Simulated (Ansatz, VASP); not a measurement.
## One calculation of Si2P3, two programs

```
CELL_PARAMETERS angstrom
2.62482 -2.42726 -0.00057
2.62482 2.42726 -0.00057
-0.02036 0.00000 6.31723
ATOMIC_POSITIONS crystal
Si 0.20030 0.20030 0.20935
Si 0.79970 0.79970 0.79065
P 0.76301 0.76301 0.18382
P 0.23699 0.23699 0.81618
P 0.50000 0.50000 0.50000
```

Change from the starting cell: species swapped into the Mg2C3 type (C2/m, No. 12).

Alike in both runs: functional PBE; k mesh 10 × 10 × 6; occupations gaussian, width 0.1 eV; no spin polarisation.

Ansatz relaxed the structure, and its values are those at the end. VASP's run is a single point on that final structure, the one shown.

|  | VASP | Ansatz |
| --- | --- | --- |
| version | VASP 6.6.1 | Ansatz 0.2.0 |
| potentials or method | VASP PAW PBE potentials, release 64 (Si, P), cutoff 520 eV | scalar-relativistic, plane waves, PAW |
| valence electrons in the cell | 23 | 23 |

|  | VASP | Ansatz | Ansatz less VASP |
| --- | --- | --- | --- |
| gap on the k mesh at the Fermi level (eV) | none | none | - |
| pressure (GPa) | -0.1 | 0.0 | +0.14 |
| rms of the force components (eV/Å) | 0.005 | 0.001 | -0.0041 |

A gap of «none» marks a metal or a gap that the smearing closes. With one functional, cell and mesh, what is left measures potentials, basis and numerics.
